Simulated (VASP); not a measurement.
# SiO2 (P4_32_12) in VASP: further runs, part 2 of 2

VASP 6.6.1. The steps go on from the part before.

## (3) Relaxation of cell and atoms, PBEsol

INCAR reads:

```
PREC = Accurate ; ENCUT = 600
EDIFF = 1E-7 ; ISMEAR = -1
SIGMA = 0.05 ; LREAL = F
LASPH = T ; NELM = 100
ALGO = Normal ; ISIF = 3
LWAVE = F ; LCHARG = F
GGA = PS ; IBRION = 2
NSW = 60 ; EDIFFG = -0.01
```

KPOINTS reads:

```
regular mesh
0
Gamma
  6 6 4
```

POSCAR reads:

```
SiO2
1.0
    4.9755888200      0.0000000000      0.0000000000
    0.0000000000      4.9755888200      0.0000000000
    0.0000000000      0.0000000000      6.9008894400
Si O
4 8
Direct
    0.8032465600      0.8032465600      0.5000000000
    0.6967534400      0.3032465600      0.2500000000
    0.3032465600      0.6967534400      0.7500000000
    0.1967534400      0.1967534400      0.0000000000
    0.7617576300      0.1103870700      0.4320415600
    0.8896129300      0.2382423700      0.0679584400
    0.1103870700      0.7617576300      0.5679584400
    0.2617576300      0.3896129300      0.8179584400
    0.2382423700      0.8896129300      0.9320415600
    0.7382423700      0.6103870700      0.3179584400
    0.3896129300      0.2617576300      0.1820415600
    0.6103870700      0.7382423700      0.6820415600
```

Potentials or basis: VASP PAW PBE potentials, release 64 (Si, O).

Started as:

```
$ cat potpaw_PBE.64/Si/POTCAR potpaw_PBE.64/O/POTCAR > POTCAR
$ mpirun -np 1 vasp_std > vasp.out
```

OUTCAR:

```text
PREC = Accurate
   ENCUT = 600
   EDIFF = 1E-7
   ISMEAR = -1
   LREAL = F
   LASPH = T
   NELM = 100
   ISIF = 3
   GGA = PS
   IBRION = 2
   NSW = 60
   EDIFFG = -0.01

 ion  position               nearest neighbor table
   1  0.803  0.803  0.500-   5 1.61   7 1.61  10 1.61  12 1.61   2 3.07   3 3.07   2 3.07   3 3.07

   2  0.697  0.303  0.250-  10 1.61  11 1.61   5 1.61   6 1.61   1 3.07   4 3.07   1 3.07   4 3.07

   3  0.303  0.697  0.750-   8 1.61  12 1.61   9 1.61   7 1.61   1 3.07   4 3.07   4 3.07   1 3.07

   4  0.197  0.197  0.000-   6 1.61   9 1.61   8 1.61  11 1.61   2 3.07   3 3.07   3 3.07   2 3.07

   5  0.762  0.110  0.432-   1 1.61   2 1.61
   6  0.890  0.238  0.068-   4 1.61   2 1.61
   7  0.110  0.762  0.568-   1 1.61   3 1.61
   8  0.262  0.390  0.818-   3 1.61   4 1.61
   9  0.238  0.890  0.932-   4 1.61   3 1.61
  10  0.738  0.610  0.318-   2 1.61   1 1.61
  11  0.390  0.262  0.182-   2 1.61   4 1.61
  12  0.610  0.738  0.682-   3 1.61   1 1.61

  LATTYP: Found a simple tetragonal cell.
 ALAT       =     4.9755888200
 C/A-ratio  =     1.3869493018

  Lattice vectors:

 A1 = (   4.9755888200,   0.0000000000,   0.0000000000)
 A2 = (   0.0000000000,   4.9755888200,   0.0000000000)
 A3 = (   0.0000000000,   0.0000000000,   6.9008894400)

Analysis of symmetry for initial positions (statically):
[... 331 lines left out ...]

[... ionic steps 4 to 33 ...]

--------------------------------------- Ionic step       34  -------------------------------------------

 number of electron      63.9999997 magnetization

------------------------ aborting loop because EDIFF is reached ----------------------------------------
[... 87 lines left out ...]
--------------------------------------- Ionic step       36  -------------------------------------------

 number of electron      63.9999997 magnetization

 Free energy of the ion-electron system (eV)
  ---------------------------------------------------
  ext. energy  EPLUGINS =         0.00000000
  ---------------------------------------------------
  free energy    TOTEN  =       -98.70969740 eV

  energy without entropy =      -98.70969740  energy(sigma->0) =      -98.70969740

 E-fermi :   0.9137     XC(G=0):  -8.4386

 val. band max:       -0.1300560977   @ k =   0.0000   0.0000   0.0000
 cond. band min:       5.4360791141   @ k =   0.0000   0.0000   0.0000
 fundamental gap:      5.5661352118
 Fermi energy:         0.9137196969

 k-point     1 :       0.0000    0.0000    0.0000
  band No.  band energies     occupation
      1     -19.4477      2.00000
      2     -18.5560      2.00000
      3     -18.5560      2.00000
      4     -17.3980      2.00000
      5     -17.3541      2.00000
      6     -17.3523      2.00000
[... 997 lines left out ...]
     38       9.0275      0.00000
     39       9.8247      0.00000

 [... further k-points ...]

------------------------ aborting loop because EDIFF is reached ----------------------------------------

  FORCE on cell =-STRESS in cart. coord.  units (eV):
  Direction    XX          YY          ZZ          XY          YZ          ZX
  --------------------------------------------------------------------------------------
  -------------------------------------------------------------------------------------
  Total       -0.0103940     -0.0103940     -0.0997513      0.0000000      0.0000000      0.0000000
  in kB       -0.0942581     -0.0942581     -0.9045924      0.0000000      0.0000000      0.0000000
  external PRESSURE =      -0.3643695 kB  Pullay stress =       0.0000000 kB
[... 27 lines left out ...]
  FREE ENERGIE OF THE ION-ELECTRON SYSTEM (eV)
  ---------------------------------------------------
  free  energy   TOTEN  =       -98.7096973958 eV

  energy  without entropy=      -98.7096973957  energy(sigma->0) =      -98.70969740

 reached required accuracy - stopping structural energy minimisation
```

OSZICAR:

```text
N       E                     dE             d eps       ncg     rms          rms(c)
DAV:   1     0.456954677290E+03    0.45695E+03   -0.35833E+04  2340   0.167E+03
DAV:   2    -0.755580042249E+02   -0.53251E+03   -0.51860E+03  3011   0.353E+02
[... 296 lines left out ...]
       N       E                     dE             d eps       ncg     rms          rms(c)
DAV:   1    -0.987096868675E+02   -0.14478E-04   -0.10452E-02  2340   0.628E-01    0.350E-02
DAV:   2    -0.987097007435E+02   -0.13876E-04   -0.23990E-04  2739   0.869E-02    0.114E-02
DAV:   3    -0.987096983057E+02    0.24378E-05   -0.43648E-06  2760   0.139E-02    0.641E-03
DAV:   4    -0.987096973710E+02    0.93474E-06   -0.28514E-06  2753   0.115E-02    0.126E-03
DAV:   5    -0.987096973958E+02   -0.24756E-07   -0.55198E-07  2283   0.423E-03
  36 F= -.98709697E+02 E0= -.98709697E+02  d E =-.250279E-04
```

It took 52 min on 1 thread of Intel Xeon Platinum 8488C (Sapphire Rapids), shared host; peak memory 0.4 GiB.

What came out:

* Free energy: -98.7097 eV
* Relaxed volume: 14.72 Å³/atom
* Relaxed cell: a = 5.023 Å, b = 5.023 Å, c = 7.003 Å, α = 90.00°, β = 90.00°, γ = 90.00°
* Space group after relaxing (to 0.1 Å): P4_32_12 (No. 96)
* Energy gained by relaxing: 2.2 meV/atom
* Ionic steps: 36
* Pressure after relaxing: 0.0 GPa
* Largest force after relaxing: 0.009 eV/Å
* Band gap on the k mesh: 5.57 eV

Forces in eV/Å, atoms in the order of the input:
```
Si  -0.006 -0.006  0.000
Si   0.006 -0.006  0.000
Si  -0.006  0.006  0.000
Si   0.006  0.006  0.000
O    0.003  0.000 -0.005
O    0.000 -0.003  0.005
O    0.000  0.003  0.005
O    0.003  0.000  0.005
O   -0.003  0.000 -0.005
O   -0.003  0.000  0.005
O    0.000  0.003 -0.005
O    0.000 -0.003 -0.005
```

The path:
```csv
step,energy change (eV),largest force (eV/Å),pressure (GPa),volume (Å³)
1,0.0000,0.1759,2.71,170.84
2,0.0242,0.2646,-3.64,176.87
3,-0.0228,0.0245,-0.01,173.28
4,-0.0228,0.0249,0.04,173.23
5,-0.0230,0.0221,0.05,173.26
6,-0.0233,0.0193,0.06,173.31
7,-0.0233,0.0323,0.01,173.43
8,-0.0233,0.0231,0.02,173.39
9,-0.0234,0.0248,0.00,173.48
10,-0.0236,0.0300,-0.08,173.72
11,-0.0239,0.0412,-0.24,174.20
12,-0.0239,0.0380,-0.23,174.23
13,-0.0242,0.0307,-0.19,174.30
14,-0.0244,0.0275,-0.13,174.44
15,-0.0246,0.0710,0.01,174.72
16,-0.0246,0.0541,-0.03,174.63
17,-0.0247,0.0464,0.02,174.70
18,-0.0250,0.0311,0.11,174.83
19,-0.0250,0.0362,0.29,175.09
20,-0.0250,0.0268,0.21,174.98
21,-0.0252,0.0281,0.16,175.13
22,-0.0254,0.0439,0.02,175.49
23,-0.0254,0.0530,-0.04,175.64
24,-0.0256,0.0390,-0.09,175.79
25,-0.0258,0.0192,-0.18,176.08
26,-0.0258,0.0211,-0.21,176.16
27,-0.0260,0.0254,-0.15,176.19
28,-0.0262,0.0327,-0.04,176.26
29,-0.0262,0.0480,0.18,176.39
30,-0.0262,0.0409,0.08,176.33
31,-0.0264,0.0198,0.10,176.46
32,-0.0264,0.0151,0.10,176.45
33,-0.0264,0.0126,0.02,176.57
34,-0.0265,0.0126,-0.06,176.69
35,-0.0265,0.0124,-0.05,176.66
36,-0.0265,0.0090,-0.04,176.68
```

Final structure:
```
CELL_PARAMETERS angstrom
5.02264 0.00000 0.00000
0.00000 5.02264 0.00000
0.00000 0.00000 7.00347
ATOMIC_POSITIONS crystal
Si 0.79939 0.79939 0.50000
Si 0.70061 0.29939 0.25000
Si 0.29939 0.70061 0.75000
Si 0.20061 0.20061 0.00000
O 0.76068 0.10396 0.42905
O 0.89604 0.23932 0.07095
O 0.10396 0.76068 0.57095
O 0.26068 0.39604 0.82095
O 0.23932 0.89604 0.92905
O 0.73932 0.60396 0.32095
O 0.39604 0.26068 0.17905
O 0.60396 0.73932 0.67905
```

Levels at points of the mesh, in eV from the valence-band top:
| k point | band 30 | band 31 | band 32 | band 33 | band 34 | band 35 |
| --- | --- | --- | --- | --- | --- | --- |
| (0.00, 0.00, 0.00) | -0.28 | -0.28 | 0.00 | 5.57 | 8.63 | 8.63 |
| (0.50, 0.00, 0.00) | -0.64 | -0.48 | -0.48 | 7.57 | 7.57 | 9.09 |
| (0.50, 0.50, 0.00) | -0.59 | -0.54 | -0.54 | 8.54 | 8.54 | 8.64 |
| (0.00, 0.00, 0.50) | -0.52 | -0.39 | -0.39 | 6.80 | 6.80 | 9.22 |
| (0.50, 0.00, 0.50) | -0.92 | -0.17 | -0.17 | 7.82 | 7.82 | 8.85 |
| (0.50, 0.50, 0.50) | -0.63 | -0.63 | -0.63 | 9.05 | 9.05 | 9.05 |

Caveat: the PAW data sets were made with another functional, which shifts forces and pressure a little. A k mesh can miss the band edges.

## (4) Relaxation of cell and atoms, revPBE

INCAR reads:

```
SYSTEM = SiO2
ALGO = Normal
EDIFF = 1E-6
EDIFFG = -0.01
ENCUT = 600
GGA = RE
IBRION = 2
ISIF = 3
ISMEAR = -1
LASPH = .True.
LCHARG = .False.
LREAL = .False.
LWAVE = .False.
NELM = 80
NSW = 60
PREC = Accurate
SIGMA = 0.05
```

KPOINTS reads:

```
k-points
0
Gamma
  6 6 4
  0 0 0
```

POSCAR is that of step 3.

Started as:

```
$ cat potpaw_PBE.64/Si/POTCAR potpaw_PBE.64/O/POTCAR > POTCAR
$ mpirun -np 1 vasp_std > vasp.out
```

Run time: 40 min. Hardware: 1 thread of Intel Xeon 6975P-C (Granite Rapids), shared host; peak memory 0.39 GiB.

It converged, with:

```yaml
Free_energy: -91.7206 eV
Relaxed_volume: 15.77 Å³/atom
Relaxed_cell: a = 5.133 Å, b = 5.133 Å, c = 7.180 Å, α = 90.00°, β = 90.00°, γ = 90.00°
Space_group_after_relaxing_to_0.1_Å: P4_32_12 (No. 96)
Energy_gained_by_relaxing: 15.2 meV/atom
Ionic_steps: 58
Pressure_after_relaxing: 0.0 GPa
Largest_force_after_relaxing: 0.010 eV/Å
Band_gap_on_the_k_mesh: 5.63 eV
```

Forces in eV/Å, atoms in the order of the input:
```
Si  -0.003 -0.003  0.000
Si   0.003 -0.003  0.000
Si  -0.003  0.003  0.000
Si   0.003  0.003  0.000
O   -0.002  0.001 -0.009
O   -0.001  0.002  0.009
O    0.001 -0.002  0.009
O   -0.002 -0.001  0.009
O    0.002 -0.001 -0.009
O    0.002  0.001  0.009
O   -0.001 -0.002 -0.009
O    0.001  0.002 -0.009
```

Step by step:
| step | energy change (eV) | largest force (eV/Å) | pressure (GPa) | volume (Å³) |
| --- | --- | --- | --- | --- |
| 1 | 0.0000 | 0.3534 | 6.56 | 170.84 |
| 3 | -0.1292 | 0.0792 | 0.03 | 176.92 |
| 5 | -0.1314 | 0.0753 | 0.15 | 177.07 |
| 7 | -0.1385 | 0.3262 | 0.04 | 179.49 |
| 9 | -0.1393 | 0.3216 | 0.03 | 179.61 |
| 11 | -0.1427 | 0.3012 | -0.02 | 180.17 |
| 13 | -0.1515 | 0.2260 | -0.22 | 182.42 |
| 15 | -0.1531 | 0.1826 | -0.39 | 184.00 |
| 17 | -0.1592 | 0.2026 | 0.00 | 183.39 |
| 19 | -0.1598 | 0.2524 | 0.14 | 183.15 |
| 21 | -0.1663 | 0.0497 | 0.37 | 182.68 |
| 23 | -0.1676 | 0.0402 | 0.21 | 182.77 |
| 25 | -0.1682 | 0.0427 | -0.02 | 183.06 |
| 27 | -0.1694 | 0.0907 | -0.05 | 183.48 |
| 29 | -0.1699 | 0.0717 | -0.03 | 183.55 |
| 31 | -0.1704 | 0.0772 | 0.06 | 183.89 |
| 33 | -0.1707 | 0.0496 | 0.04 | 183.80 |
| 35 | -0.1721 | 0.0438 | 0.12 | 184.07 |
| 37 | -0.1756 | 0.0574 | 0.44 | 185.17 |
| 39 | -0.1763 | 0.1069 | 0.80 | 186.71 |
| 41 | -0.1775 | 0.0836 | 0.70 | 187.25 |
| 43 | -0.1792 | 0.0718 | 0.27 | 189.44 |
| 45 | -0.1796 | 0.0489 | 0.26 | 189.23 |
| 47 | -0.1805 | 0.0613 | -0.32 | 189.64 |
| 49 | -0.1812 | 0.0167 | -0.17 | 189.50 |
| 51 | -0.1821 | 0.0336 | -0.09 | 189.26 |
| 53 | -0.1824 | 0.0137 | 0.06 | 189.02 |
| 55 | -0.1825 | 0.0220 | -0.03 | 189.16 |
| 57 | -0.1826 | 0.0128 | -0.05 | 189.19 |
| 58 | -0.1826 | 0.0097 | -0.04 | 189.19 |

Final structure:
```
CELL_PARAMETERS angstrom
5.13315 0.00000 0.00000
0.00000 5.13315 0.00000
0.00000 0.00000 7.18017
ATOMIC_POSITIONS crystal
Si 0.78991 0.78991 0.50000
Si 0.71009 0.28991 0.25000
Si 0.28991 0.71009 0.75000
Si 0.21009 0.21009 0.00000
O 0.75739 0.08524 0.42012
O 0.91476 0.24261 0.07988
O 0.08524 0.75739 0.57988
O 0.25739 0.41476 0.82988
O 0.24261 0.91476 0.92012
O 0.74261 0.58524 0.32988
O 0.41476 0.25739 0.17012
O 0.58524 0.74261 0.67012
```

Levels at points of the mesh, in eV from the valence-band top:
```
           k point  band 28  band 29  band 30  band 31  band 32  band 33  band 34  band 35  band 36  band 37
(0.00, 0.00, 0.00)    -1.07    -0.65    -0.22    -0.22     0.00     5.63     8.72     8.72     8.86     8.86
(0.50, 0.00, 0.00)    -1.02    -0.63    -0.63    -0.42    -0.42     7.54     7.54     9.18     9.18     9.44
(0.50, 0.50, 0.00)    -1.31    -0.59    -0.59    -0.56    -0.56     8.58     8.58     8.62     8.62     9.88
(0.00, 0.00, 0.50)    -0.68    -0.47    -0.47    -0.39    -0.39     6.79     6.79     9.28     9.28     9.41
(0.50, 0.00, 0.50)    -0.95    -0.91    -0.91    -0.14    -0.14     7.68     7.68     8.85     8.85     9.19
(0.50, 0.50, 0.50)    -1.32    -0.66    -0.66    -0.66    -0.66     9.08     9.08     9.08     9.08     9.57
```

Caveat: the PAW data sets were made with another functional, which shifts forces and pressure a little.

## (5) Overview

```tsv
task	level	cell	k mesh	smearing	gap on the mesh (eV)	pressure (GPa)	relaxed volume (Å³/atom)	largest force (eV/Å)
single point	PBE	as given	4 × 4 × 2	fermi-dirac 0.03 eV	5.73	4.7	-	0.27
relaxation of cell and atoms	PBEsol	relaxed	6 × 6 × 4	fermi-dirac 0.05 eV	5.57	0.0	14.72	0.01
relaxation of cell and atoms	revPBE	relaxed	6 × 6 × 4	fermi-dirac 0.05 eV	5.63	0.0	15.77	0.01
```

Alike in all rows: potentials or basis VASP PAW PBE potentials, release 64 (Si, O); no spin polarisation; cutoff (eV) 600.

Caveats: some runs use coarse meshes; the PAW data sets were made with another functional, which shifts forces and pressure a little (at least some runs).

Total energies depend on the potentials used, so only differences within one code and one set of settings carry meaning.
